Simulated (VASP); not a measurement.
Here is a VASP 6.6.1 calculation.

POSCAR

```
TiC
1.0
    0.0000000000      2.1650000000      2.1650000000
    2.1650000000      0.0000000000      2.1650000000
    2.1650000000      2.1650000000      0.0000000000
Ti C
1 1
Direct
    0.0080002347      0.0080002347      0.0080002347
    0.5000000000      0.5000000000      0.5000000000
```

INCAR.step1

```
SYSTEM = TiC
PREC = Accurate ; ENCUT = 520
EDIFF = 1E-5 ; ISMEAR = -1
SIGMA = 0.1 ; LREAL = .FALSE.
LASPH = .TRUE. ; NELM = 80
ALGO = Normal ; ISIF = 2
LWAVE = .TRUE. ; NBANDS = 15
GGA = PE
```

The input INCAR.step2:

```
SYSTEM = TiC
PREC = Accurate ; ENCUT = 520
EDIFF = 1E-7 ; ISMEAR = -1
SIGMA = 0.1 ; LREAL = .FALSE.
LASPH = .TRUE. ; NELM = 80
ALGO = Normal ; ISIF = 2
LWAVE = .FALSE. ; LCHARG = .TRUE.
GGA = PE ; LHFCALC = .TRUE.
HFSCREEN = 0.2079 ; PRECFOCK = Normal
LELF = .TRUE. ; LVHAR = .TRUE.
NBANDS = 15 ; ISTART = 1
```

File KPOINTS:

```
Automatic mesh
0
G
  4 4 4
  0 0 0
```

Potentials or basis: VASP PAW PBE potentials, release 64 (Ti_sv, C).

The run is started by

```sh
$ cat potpaw_PBE.64/Ti_sv/POTCAR potpaw_PBE.64/C/POTCAR > POTCAR
$ cp INCAR.step1 INCAR
$ mpirun -np 1 vasp_std > vasp.out
$ cp INCAR.step2 INCAR
$ mpirun -np 1 vasp_std > vasp.out
```

(1) Predict the band gap on the k mesh.

(2) What does it give for the largest force?

(3) What does it give for the pressure?

Answers

(1) zero (bands 8 and 9 overlap by 1.20 eV).

(2) 0.077 eV/Å.

(3) -3.9 GPa.

Caveat: the k points lie up to 0.63 Å⁻¹ apart, too coarse for converged energies and pressures of a metal; the PAW data sets were made with another functional, which shifts forces and pressure a little.
